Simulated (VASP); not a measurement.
# Ir (P6_3/mmc) in VASP: single point with r2SCAN

Aim: the single point of Ir with r2SCAN.

All numbers are computed with VASP 6.6.1; they aren't measurements. Logs are shortened: lines on timing, memory, paths and dates and some standing lists are left out, and cuts for length are marked.

**1. The cell of the first run**

The structure is hexagonal, space group P6_3/mmc (No. 194). Conventional cell: a = 2.848 Å, b = 2.848 Å, c = 4.505 Å, α = 90.00°, β = 90.00°, γ = 120.00°. Within 3.7 Å of Ir (site symmetry -6m2) lie 12 Ir at 2.79 to 2.85 Å.

This isn't the form of Ir at room conditions, which is fcc.

**2. Single point, r2SCAN**

POSCAR

```
Ir
1.0
    1.4237560000      2.4660140000      0.0000000000
   -1.4237560000      2.4660140000      0.0000000000
    0.0000000000      0.0000000000      4.5053150000
Ir
2
Direct
    0.3333300000      0.3333400000      0.2500000000
    0.6666600000      0.6666700000      0.7500000000
```

INCAR.step1

```
  ALGO = Normal
  EDIFF = 1E-4
  ENCUT = 520
  GGA = PE
  ISMEAR = 0
  LASPH = T
  LCHARG = F
  LREAL = F
  LWAVE = T
  NBANDS = 16
  NELM = 80
  PREC = Accurate
  SIGMA = 0.0345
```

INCAR.step2

```
  ALGO = Normal
  EDIFF = 1E-6
  ENCUT = 520
  ISIF = 2
  ISMEAR = 0
  ISTART = 1
  LASPH = T
  LCHARG = F
  LMIXTAU = T
  LREAL = F
  LWAVE = F
  METAGGA = R2SCAN
  NBANDS = 16
  NELM = 80
  PREC = Accurate
  SIGMA = 0.0345
```

KPOINTS

```
k-points
0
Gamma
  13 13 8
```

Potentials or basis: VASP PAW PBE potentials, release 64 (Ir).

Command:

```sh
> cat potpaw_PBE.64/Ir/POTCAR > POTCAR
> cp INCAR.step1 INCAR
> mpirun -np 1 vasp_std > vasp.out
> cp INCAR.step2 INCAR
> mpirun -np 1 vasp_std > vasp.out
```

OUTCAR:

```text
EDIFF = 1E-6
   ENCUT = 520
   ISIF = 2
   ISMEAR = 0
   ISTART = 1
   LASPH = T
   LREAL = F
   METAGGA = R2SCAN
   NELM = 80
   PREC = Accurate

 ion  position               nearest neighbor table
   1  0.333  0.333  0.250-   2 2.79   2 2.79   2 2.79   2 2.79   2 2.79   2 2.79
   2  0.667  0.667  0.750-   1 2.79   1 2.79   1 2.79   1 2.79   1 2.79   1 2.79

  LATTYP: Found a hexagonal cell.
 ALAT       =     2.8475087701
 C/A-ratio  =     1.5821953025

  Lattice vectors:

 A1 = (   1.4237560000,  -2.4660140000,   0.0000000000)
 A2 = (   1.4237560000,   2.4660140000,   0.0000000000)
 A3 = (   0.0000000000,   0.0000000000,   4.5053150000)

Analysis of symmetry for initial positions (statically):
=====================================================================
 Subroutine PRICEL returns:
 Original cell was already a primitive cell.

 Routine SETGRP: Setting up the symmetry group for a
 hexagonal supercell.

 Subroutine GETGRP returns: Found  8 space group operations
 (whereof  2 operations were pure point group operations)
 out of a pool of 24 trial point group operations.

The static configuration has the point symmetry C_2 .
 The point group associated with its full space group is D_2h.

Analysis of symmetry for dynamics (positions and initial velocities):
=====================================================================
 Subroutine PRICEL returns:
 Original cell was already a primitive cell.

 Routine SETGRP: Setting up the symmetry group for a
 hexagonal supercell.

 Subroutine GETGRP returns: Found  8 space group operations
 (whereof  2 operations were pure point group operations)
 out of a pool of 24 trial point group operations.

The dynamic configuration has the point symmetry C_2 .
 The point group associated with its full space group is D_2h.

 Subroutine INISYM returns: Found  8 space group operations
 (whereof  2 operations are pure point group operations),
 and found     1 'primitive' translations

----------------------------------------------------------------------------------------

                                     Primitive cell

  volume of cell :      31.6363

  direct lattice vectors                    reciprocal lattice vectors
     1.423756000  2.466014000  0.000000000     0.351183770  0.202756351  0.000000000
    -1.423756000  2.466014000  0.000000000    -0.351183770  0.202756351  0.000000000
     0.000000000  0.000000000  4.505315000     0.000000000  0.000000000  0.221960063

  length of vectors
     2.847508770  2.847508770  4.505315000     0.405512242  0.405512242  0.221960063
[... 82 lines left out ...]
   LREAL  =      F    real-space projection
   EDIFFG = 0.1E-04   stopping-criterion for IOM
   NSW    =      0    number of steps for IOM
   IBRION =     -1    ionic relax: 0-MD 1-quasi-New 2-CG
   NFREE  =      0    steps in history (QN), initial steepest desc. (CG)
   ISIF   =      2    stress and relaxation
   ISYM   =      2    0-nonsym 1-usesym 2-fastsym
   POTIM  = 0.5000    time-step for ionic-motion
   TEBEG  =    0.0;   TEEND  =   0.0 temperature during run
   PSTRESS=    0.0 pullay stress
   NELECT =      18.0000    total number of electrons
   NUPDOWN=      -1.0000    fix difference up-down
   EMIN   =  10.00;   EMAX   =-10.00  energy-range for DOS
   EFERMI =   0.00;   METHOD = LEGACY
   ISMEAR =     0;   SIGMA  =   0.03  broadening in eV -4-tet -1-fermi 0-gaus
   EFERMI_NEDOS =   21; number of points for ismear=-14 and -15
   IALGO  =     38    algorithm
   IMIX   =      4    mixing-type and parameters
     AMIX     =   0.40;   BMIX     =  1.00
     AMIX_MAG =   1.60;   BMIX_MAG =  1.00
  volume/ion in A,a.u.               =      15.82       106.75
  Fermi-wavevector in a.u.,A,eV,Ry     =   1.356553  2.563514 25.037948  1.840237
  Thomas-Fermi vector in A             =   2.483547
   LORBIT       =      0    0 simple, 1 ext, 2 COOP (PROOUT), +10 PAW based schemes
   METAGGA = R2SCAN    functional components
   LHFCALC =     F    Hartree Fock is set to
   AEXX    =    0.0000 exact exchange contribution
   IVDW    =     0    specifies the selected vdW correction
   LEPSILON=     F    determine dielectric tensor
   LRPA    =     F    only Hartree local field effects (RPA)
 non-spin polarized calculation
 Gauss-broadening in eV      SIGMA  =   0.03
  energy-cutoff  :      520.00
  volume of cell :       31.64
 maximum number of plane-waves:       864
 NGX is ok and might be reduce to    24
   NGX = 11   NGY = 11   NGZ = 17

 number of electron      18.0000000 magnetization

 Free energy of the ion-electron system (eV)
  ---------------------------------------------------
  ext. energy  EPLUGINS =         0.00000000
  ---------------------------------------------------
  free energy    TOTEN  =      -104.25792400 eV

  energy without entropy =     -104.25576056  energy(sigma->0) =     -104.25684228

 E-fermi :   8.5036     XC(G=0): -14.5634

 val. band max:        8.4966532624   @ k =  -0.1538   0.2308   0.2500
 cond. band min:       8.5052746276   @ k =  -0.1538   0.2308   0.1250
 fundamental gap:      0.0086213653
 Fermi energy:         8.5036236390

 k-point     1 :       0.0000    0.0000    0.0000
  band No.  band energies     occupation
      1      -1.9904      2.00000
      2       1.1611      2.00000
      3       5.0917      2.00000
      4       5.0917      2.00000
      5       5.2191      2.00000
      6       5.7033      2.00000
[... 433 lines left out ...]
      3       2.9840      2.00000
      4       4.2989      2.00000
      5       4.8117      2.00000
      6       5.4441      2.00000
[... 8 lines left out ...]
     15      20.6376      0.00000
     16      24.0147      0.00000

 [... further k-points ...]

------------------------ aborting loop because EDIFF is reached ----------------------------------------

  FORCE on cell =-STRESS in cart. coord.  units (eV):
  Direction    XX          YY          ZZ          XY          YZ          ZX
  --------------------------------------------------------------------------------------
  -------------------------------------------------------------------------------------
  Total       -5.7681701     -5.7680998     -4.9121083      0.0000000      0.0000000      0.0000000
  in kB     -292.1207337   -292.1171716   -248.7667055      0.0000000      0.0000000      0.0000000
  external PRESSURE =    -277.6682036 kB  Pullay stress =       0.0000000 kB

 VOLUME and BASIS-vectors are now :
 -----------------------------------------------------------------------------
  energy-cutoff  :      520.00
  volume of cell :       31.64
      direct lattice vectors                 reciprocal lattice vectors
     1.423756000  2.466014000  0.000000000     0.351183770  0.202756351  0.000000000
    -1.423756000  2.466014000  0.000000000    -0.351183770  0.202756351  0.000000000
     0.000000000  0.000000000  4.505315000     0.000000000  0.000000000  0.221960063

 POSITION                                       TOTAL-FORCE (eV/Angst)
 -----------------------------------------------------------------------------------
     -0.00001      1.64402      1.12633         0.000000     -0.000060      0.000000
     -0.00001      3.28801      3.37899         0.000000      0.000060     -0.000000
 -----------------------------------------------------------------------------------
    total drift:                               -0.000000      0.000000     -0.000000

  FREE ENERGIE OF THE ION-ELECTRON SYSTEM (eV)
  ---------------------------------------------------
  free  energy   TOTEN  =      -104.2579240026 eV

  energy  without entropy=     -104.2557605617  energy(sigma->0) =     -104.25684228
```

OUTCAR.step1:

```text
EDIFF = 1E-4
   ENCUT = 520
   GGA = PE
   ISMEAR = 0
   LASPH = T
[... 680 lines left out ...]
 -----------------------------------------------------------------------------------
     -0.00001      1.64402      1.12633         0.000000     -0.000060     -0.000000
     -0.00001      3.28801      3.37899         0.000000      0.000060      0.000000
 -----------------------------------------------------------------------------------
    total drift:                               -0.000000      0.000000     -0.000000

  FREE ENERGIE OF THE ION-ELECTRON SYSTEM (eV)
  ---------------------------------------------------
  free  energy   TOTEN  =       -17.3478598799 eV

  energy  without entropy=      -17.3455145330  energy(sigma->0) =      -17.34668721
```

OSZICAR.step1:

```text
N       E                     dE             d eps       ncg     rms          rms(c)
DAV:   1     0.136859745018E+03    0.13686E+03   -0.83385E+03  7840   0.111E+03
DAV:   2    -0.146461851224E+02   -0.15151E+03   -0.13568E+03  7840   0.299E+02
DAV:   3    -0.184782183044E+02   -0.38320E+01   -0.37619E+01 10760   0.554E+01
DAV:   4    -0.185193097009E+02   -0.41091E-01   -0.41067E-01  8760   0.503E+00
DAV:   5    -0.185204349696E+02   -0.11253E-02   -0.11253E-02 10992   0.857E-01    0.163E+01
DAV:   6    -0.174985803717E+02    0.10219E+01   -0.14879E+00  9720   0.155E+01    0.633E+00
DAV:   7    -0.173583882992E+02    0.14019E+00   -0.34647E-01 10568   0.696E+00    0.225E+00
DAV:   8    -0.173536252465E+02    0.47631E-02   -0.44291E-03  9064   0.558E-01    0.162E+00
DAV:   9    -0.173478566870E+02    0.57686E-02   -0.55964E-03  9792   0.909E-01    0.312E-02
DAV:  10    -0.173478598799E+02   -0.31930E-05   -0.37493E-05  7048   0.640E-02
   1 F= -.17347860E+02 E0= -.17346687E+02  d E =-.234535E-02
```

Run time: 8.1 min. Hardware: 1 thread of AMD EPYC 7R43 (Zen 3), shared host; peak memory 0.2 GiB.

What came out:

| Property | Result |
| --- | --- |
| Free energy | -104.2579 eV |
| Pressure | -27.8 GPa |
| Band gap on the k mesh | zero (bands 9 and 10 overlap by 2.84 eV) |

Levels at points of the mesh, in eV from the Fermi level:
```tsv
k point	band 5	band 6	band 7	band 8	band 9	band 10	band 11	band 12	band 13	band 14
(0.00, 0.00, 0.00)	-3.28	-2.80	-2.80	-2.33	-2.33	-0.27	0.18	0.18	6.73	15.09
(0.00, 0.00, 0.50)	-3.59	-3.59	-3.59	-3.59	-0.48	-0.48	-0.48	-0.48	14.30	14.30
```

Caveat: the cell stands under tension; the PAW data sets were made with another functional, which shifts forces and pressure a little; spin-orbit coupling is left out, which moves the levels of the heavy elements.
